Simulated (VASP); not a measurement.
BH12C3N, 17 atoms in the cell. It takes space group R3m (No. 160, trigonal). Conventional cell: a = 9.048 Å, b = 9.048 Å, c = 5.813 Å, α = 90.00°, β = 90.00°, γ = 120.00°. B (site symmetry 3m) has 3 H at 1.22 Å and 1 N at 1.62 Å within 1.7 Å. Within 1.5 Å of H (site symmetry m) lie 1 C at 1.10 Å. Within 1.5 Å of H (site symmetry 1) lie 1 C at 1.09 Å. H (site symmetry m) has 1 B at 1.22 Å within 1.6 Å. C (site symmetry m) has 3 H at 1.09 to 1.10 Å and 1 N at 1.49 Å within 1.5 Å. N (site symmetry 3m) has 3 C at 1.49 Å and 1 B at 1.62 Å within 2.0 Å. 

| Quantity | Value |
| --- | --- |
| Program | VASP 6.6.1 |
| Task | single point |
| Functional | PBE |
| Dispersion | D3(BJ) |
| Potentials or basis | VASP PAW PBE potentials, release 64 (B, H, C, N) |
| Cutoff | 520 eV |
| k mesh | 6 × 6 × 6 |
| Occupations | gaussian, width 0.1 eV |
| Spin | no spin polarisation |
| Dipole correction | no |
| Further INCAR settings | LREAL = Auto; ALGO = Normal; EDIFF = 1e-07; NBANDS = 30 |

Potentials or basis: VASP PAW PBE potentials, release 64 (B, H, C, N).

Run with:

```bash
$ cat potpaw_PBE.64/B/POTCAR potpaw_PBE.64/H/POTCAR potpaw_PBE.64/C/POTCAR potpaw_PBE.64/N/POTCAR > POTCAR
$ mpirun -np 1 vasp_std > vasp.out
```

Hardware: 1 thread of AMD EPYC 9R45 96-Core Processor (Zen 5), on a shared host.

Q: How long does it take, and how much memory?

A: Wall time 100 s on 1 thread of AMD EPYC 9R45 96-Core Processor (Zen 5) (shared host), peak memory 0.28 GiB. Counts: scf iterations 16, k points 32.
